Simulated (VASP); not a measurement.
Write the native input for VASP 6.6.1 that does the following.

* Task: single point
* Functional: PBE
* Potentials or basis: VASP PAW PBE potentials, release 64 (Sn_d, Se, S)
* Cutoff: 520 eV
* k mesh: 4 × 4 × 4
* Occupations: gaussian, width 0.2 eV
* Spin: no spin polarisation
* Dipole correction: no
* Further INCAR settings: ALGO = Normal; EDIFF = 1e-07; NBANDS = 50

The structure of Sn4Se3S lies in POSCAR:

```
Sn4Se3S
1.0
    6.0127095000      0.0000000000      0.0000000000
    0.0000000000      6.0127095000      0.0000000000
    0.0000000000      0.0000000000      6.0127095000
Sn Se S
4 3 1
Direct
    0.5000000000      0.5000000000      0.5000000000
    0.0000000000      0.5000000000      0.0000000000
    0.5000000000      0.0000000000      0.0000000000
    0.0000000000      0.0000000000      0.5000000000
    0.5000000000      0.0000000000      0.5000000000
    0.0000000000      0.5000000000      0.5000000000
    0.5000000000      0.5000000000      0.0000000000
    0.0000000000      0.0000000000      0.0000000000
```

One way to write it, as run:

INCAR

```
SYSTEM = Sn4Se3S
ALGO     = Normal         ! electronic algorithm
EDIFF    = 1E-7           ! SCF threshold, eV
ENCUT    = 520            ! plane-wave cutoff, eV
GGA      = PE             ! functional
ISIF     = 2              ! what is computed and relaxed
ISMEAR   = 0              ! smearing method
LASPH    = .TRUE.         ! aspherical terms in the spheres
LCHARG   = .FALSE.        ! write CHGCAR
LREAL    = .FALSE.        ! projectors in reciprocal space
LWAVE    = .FALSE.        ! write WAVECAR
NBANDS   = 50             ! bands
NELM     = 100            ! most SCF steps
PREC     = Accurate       ! precision mode
SIGMA    = 0.2            ! smearing width, eV
```

KPOINTS

```
k-points
0
G
  4 4 4
  0 0 0
```

Potentials or basis: VASP PAW PBE potentials, release 64 (Sn_d, Se, S).

Command:

```bash
$ cat potpaw_PBE.64/Sn_d/POTCAR potpaw_PBE.64/Se/POTCAR potpaw_PBE.64/S/POTCAR > POTCAR
$ mpirun -np 1 vasp_std > vasp.out
```

It gave:

* Pressure: -0.2 GPa
* Band gap on the k mesh: 0.44 eV, direct

Caveat: spin-orbit coupling is left out, which moves the levels of the heavy elements.

Wall time 3.4 min on 1 thread of Intel(R) Xeon(R) Platinum 8488C (Sapphire Rapids) (shared host), peak memory 0.37 GiB.
